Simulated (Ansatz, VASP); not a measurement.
**GaAs: VASP beside Ansatz**

File INCAR:

```
ALGO = Normal ; EDIFF = 1E-8
ENCUT = 520 ; GGA = CA
ISIF = 2 ; ISMEAR = -1
LASPH = True ; LCHARG = False
LEFG = True ; LREAL = False
LWAVE = False ; NBANDS = 16
NELM = 60 ; PREC = Accurate
SIGMA = 0.05
```

KPOINTS

```
k-points
0
Gamma
  11 11 11
```

The input POSCAR:

```
GaAs
1.0
    0.0000000000      2.8822925071      2.8822925071
    2.8822925071      0.0000000000      2.8822925071
    2.8822925071      2.8822925071      0.0000000000
Ga As
1 1
Direct
    0.0000000000      0.0000000000      0.0000000000
    0.7500000000      0.7500000000      0.7500000000
```

Input for Ansatz:

```yaml
crystal:
  lattice:
    - [0.0, 2.8822925071, 2.8822925071]
    - [2.8822925071, 0.0, 2.8822925071]
    - [2.8822925071, 2.8822925071, 0.0]
  atoms:
    - { symbol: Ga, position: [0.0, 0.0, 0.0] }
    - { symbol: As, position: [0.75, 0.75, 0.75] }
kpoints:
  mp_grid: { grid: [11, 11, 11] }
scf:
  occupations: { method: fermi_dirac, width: 0.05 }
hamiltonian:
  xc: lda
  pseudopotentials: { kind: all_electron, datasets: crystal }
output:
  forces: true
  stress: true
  eigenvalues: true
  efg: { contact_densities: true }
```

Change from the starting cell: volume scaled by 1.06, crystal datasets.

Alike in both runs: task electric field gradients; functional LDA; k mesh 11 × 11 × 11; occupations fermi-dirac, width 0.05 eV; no spin polarisation.

```csv
,VASP,Ansatz
version,VASP 6.6.1,Ansatz 0.2.0
potentials or method,"VASP PAW LDA potentials, release 64 (Ga_d, As), cutoff 520 eV","all-electron PAW with datasets made for the crystal, scalar-relativistic"
```

VASP gave:

```
pressure (GPa) : -4.9
```

Problem. Estimate Ansatz's values.

Solution. Pressure (GPa): -5.1.

LDA's correlation is that of Perdew and Zunger in VASP and of Perdew and Wang (1992) in Ansatz. Ansatz ran all-electron here, and VASP with PAW potentials.
